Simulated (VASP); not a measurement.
# BaHfO3 (P4/mmm) in VASP: a series of runs, part 2 of 2

VASP 6.6.1. The steps go on from the part before.

## Step 3: Single point, r2SCAN, non-collinear spin, zero start, spin-orbit coupling (epitaxial xy strain +1.0%)

POSCAR reads:

```
BaHfO3
1.0
    4.2188293586      0.0000000000      0.0000000000
    0.0000000000      4.2188293586      0.0000000000
    0.0000000000      0.0000000000      4.1561734770
Ba Hf O
1 1 3
Direct
    0.0000000000      0.0000000000      0.0000000000
    0.5000000000      0.5000000000      0.5000000000
    0.5000000000      0.5000000000      0.0000000000
    0.5000000000      0.0000000000      0.5000000000
    0.0000000000      0.5000000000      0.5000000000
```

INCAR.step1 reads:

```
SYSTEM = BaHfO3
ALGO = Normal
EDIFF = 1E-4
ENCUT = 520
GGA = PE
GGA_COMPAT = .FALSE.
ISMEAR = 0
LASPH = .TRUE.
LCHARG = .FALSE.
LMAXMIX = 4
LNONCOLLINEAR = .TRUE.
LREAL = .FALSE.
LSORBIT = .TRUE.
LWAVE = .TRUE.
MAGMOM = 0 0 0 0 0 0 0 0 0 0 0 0 0 0 0
NBANDS = 53
NELM = 150
PREC = Accurate
SIGMA = 0.01
```

INCAR.step2 reads:

```
SYSTEM = BaHfO3
ALGO = Normal
EDIFF = 1E-7
ENCUT = 520
GGA_COMPAT = .FALSE.
ISIF = 2
ISMEAR = 0
ISTART = 1
LASPH = .TRUE.
LCHARG = .FALSE.
LMAXMIX = 4
LMIXTAU = .TRUE.
LNONCOLLINEAR = .TRUE.
LORBIT = 11
LORBMOM = .TRUE.
LREAL = .FALSE.
LSORBIT = .TRUE.
LWAVE = .FALSE.
MAGMOM = 0 0 0 0 0 0 0 0 0 0 0 0 0 0 0
METAGGA = R2SCAN
NBANDS = 53
NELM = 150
PREC = Accurate
SIGMA = 0.01
```

KPOINTS reads:

```
k-points
0
G
  6 6 6
  0 0 0
```

Potentials or basis: VASP PAW PBE potentials, release 64 (Ba_sv, Hf_pv, O).

Launch:

```bash
$ cat potpaw_PBE.64/Ba_sv/POTCAR potpaw_PBE.64/Hf_pv/POTCAR potpaw_PBE.64/O/POTCAR > POTCAR
$ cp INCAR.step1 INCAR
$ mpirun -np 1 vasp_ncl > vasp.out
$ cp INCAR.step2 INCAR
$ mpirun -np 1 vasp_ncl > vasp.out
```

OUTCAR:

```text
SYSTEM = BaHfO3
   EDIFF = 1E-7
   ENCUT = 520
   ISIF = 2
   ISMEAR = 0
   ISTART = 1
   LASPH = .TRUE.
   LNONCOLLINEAR = .TRUE.
   LORBIT = 11
   LREAL = .FALSE.
   LSORBIT = .TRUE.
   METAGGA = R2SCAN
   NELM = 150
   PREC = Accurate

 ion  position               nearest neighbor table
   1  0.000  0.000  0.000-   4 2.96   5 2.96   4 2.96   5 2.96   5 2.96   5 2.96   4 2.96   4 2.96
                             3 2.98   3 2.98   3 2.98   3 2.98   2 3.64   2 3.64   2 3.64   2 3.64
   2  0.500  0.500  0.500-   3 2.08   3 2.08   5 2.11   4 2.11   4 2.11   5 2.11   1 3.64   1 3.64
                             1 3.64   1 3.64   1 3.64   1 3.64   1 3.64   1 3.64
   3  0.500  0.500  0.000-   2 2.08   2 2.08   1 2.98   1 2.98   1 2.98   1 2.98
   4  0.500  0.000  0.500-   2 2.11   2 2.11   1 2.96   1 2.96   1 2.96   1 2.96
   5  0.000  0.500  0.500-   2 2.11   2 2.11   1 2.96   1 2.96   1 2.96   1 2.96

  LATTYP: Found a simple tetragonal cell.
 ALAT       =     4.2188293586
 C/A-ratio  =     0.9851485148

  Lattice vectors:

 A1 = (   4.2188293586,   0.0000000000,   0.0000000000)
 A2 = (   0.0000000000,   4.2188293586,   0.0000000000)
 A3 = (   0.0000000000,   0.0000000000,   4.1561734770)

Analysis of symmetry for initial positions (statically):
=====================================================================
 Subroutine PRICEL returns:
[... 1640 lines left out ...]
     0.0000000     0.0000000     0.0000000     0.0000000     0.0000000
     0.0000000     0.0000000     0.0000000     0.0000000     0.0000000
     0.0000000     0.0000000     0.0000000     0.0000000     0.0000000
     0.0000000     0.0000000     0.0000000     0.0000000     0.0000000
 l=   3
     0.0000000     0.0000000     0.0000000     0.0000000     0.0000000     0.0000000     0.0000000
     0.0000000     0.0000000     0.0000000     0.0000000     0.0000000     0.0000000     0.0000000
     0.0000000     0.0000000     0.0000000     0.0000000     0.0000000     0.0000000     0.0000000
     0.0000000     0.0000000     0.0000000     0.0000000     0.0000000     0.0000000     0.0000000
     0.0000000     0.0000000     0.0000000     0.0000000     0.0000000     0.0000000     0.0000000
     0.0000000     0.0000000     0.0000000     0.0000000     0.0000000     0.0000000     0.0000000
     0.0000000     0.0000000     0.0000000     0.0000000     0.0000000     0.0000000     0.0000000

 total charge

# of ion       s       p       d       tot
------------------------------------------
    1        2.011   5.647   0.244   7.903
    2        0.333   6.732   1.440   8.505
    3        1.562   3.524   0.000   5.087
    4        1.560   3.512   0.000   5.072
    5        1.560   3.512   0.000   5.072
--------------------------------------------------
tot          7.026  22.928   1.684  31.639

 magnetization (x)

# of ion       s       p       d       tot
------------------------------------------
    1        0.000   0.000   0.000   0.000
    2        0.000   0.000  -0.000  -0.000
    3       -0.000   0.000   0.000  -0.000
    4        0.000  -0.000   0.000  -0.000
    5       -0.000   0.000   0.000  -0.000
--------------------------------------------------
tot         -0.000  -0.000  -0.000  -0.000

 magnetization (y)

# of ion       s       p       d       tot
------------------------------------------
    1       -0.000   0.000  -0.000  -0.000
    2        0.000   0.000   0.000   0.000
    3        0.000   0.000   0.000   0.000
    4        0.000   0.000   0.000   0.000
    5       -0.000   0.000   0.000  -0.000
--------------------------------------------------
tot          0.000   0.000   0.000   0.000

 magnetization (z)

# of ion       s       p       d       tot
------------------------------------------
    1        0.000   0.000   0.000   0.000
    2       -0.000   0.000   0.000  -0.000
    3        0.000   0.000   0.000   0.000
    4        0.000  -0.000   0.000  -0.000
    5       -0.000   0.000   0.000   0.000
--------------------------------------------------
tot         -0.000   0.000   0.000   0.000
```

OUTCAR.step1:

```text
SYSTEM = BaHfO3
   EDIFF = 1E-4
   ENCUT = 520
   GGA = PE
   ISMEAR = 0
   LASPH = .TRUE.
   LNONCOLLINEAR = .TRUE.
   LREAL = .FALSE.
[... 1635 lines left out ...]
     0.0000000     0.0000000     0.0000000     0.0000000     0.0000000     0.0000000     0.0000000
     0.0000000     0.0000000     0.0000000     0.0000000     0.0000000     0.0000000     0.0000000
     0.0000000     0.0000000     0.0000000     0.0000000     0.0000000     0.0000000     0.0000000
     0.0000000     0.0000000     0.0000000     0.0000000     0.0000000     0.0000000     0.0000000
     0.0000000     0.0000000     0.0000000     0.0000000     0.0000000     0.0000000     0.0000000

=======================================================================

 ========================================================
```

OSZICAR.step1:

```text
N       E                     dE             d eps       ncg     rms          rms(c)
DAV:   1     0.238168768501E+03    0.23817E+03   -0.20409E+04  4240   0.139E+03
DAV:   2    -0.344576014774E+02   -0.27263E+03   -0.26110E+03  5403   0.337E+02
DAV:   3    -0.510469131354E+02   -0.16589E+02   -0.16474E+02  5376   0.778E+01
DAV:   4    -0.514384845635E+02   -0.39157E+00   -0.39097E+00  6217   0.109E+01
DAV:   5    -0.514441492938E+02   -0.56647E-02   -0.56639E-02  5491   0.114E+00    0.629E+01
DAV:   6    -0.445287089790E+02    0.69154E+01   -0.32651E+01  4658   0.342E+01    0.529E+01
DAV:   7    -0.443961261964E+02    0.13258E+00   -0.21706E+00  5471   0.903E+00    0.345E+01
DAV:   8    -0.443902621946E+02    0.58640E-02   -0.35451E-01  4719   0.452E+00    0.129E+01
DAV:   9    -0.443694678648E+02    0.20794E-01   -0.71070E-02  5442   0.155E+00    0.207E+00
DAV:  10    -0.443647794288E+02    0.46884E-02   -0.13616E-02  4905   0.761E-01    0.942E-01
DAV:  11    -0.443649820688E+02   -0.20264E-03   -0.20590E-03  5420   0.273E-01    0.107E-01
DAV:  12    -0.443650037411E+02   -0.21672E-04   -0.70554E-05  3748   0.512E-02
   1 F= -.44365004E+02 E0= -.44365004E+02  d E =-.147925E-13  mag=    -0.0000    -0.0000     0.0000
```

Run time: 39 min. Hardware: 1 thread of Oxide Virtual Turin-like, shared host; peak memory 0.48 GiB.

What came out:

- Free energy: -108.7682 eV
- Pressure: -3.1 GPa
- Net moment: 0.00 μB per cell
- Valence electrons inside the program's atomic spheres: Ba 7.90; Hf 8.51; O 5.09, 5.07 (each value once)

Moments on the atoms (μB; x, y, z):
```
Ba  0.00 0.00 0.00
Hf  0.00 0.00 0.00
O   0.00 0.00 0.00
O   0.00 0.00 0.00
O   0.00 0.00 0.00
```

Caveat: the cell differs from its parent crystal (epitaxial xy strain +1.0%); the cell stands under tension; the PAW data sets were made with another functional, which shifts forces and pressure a little.
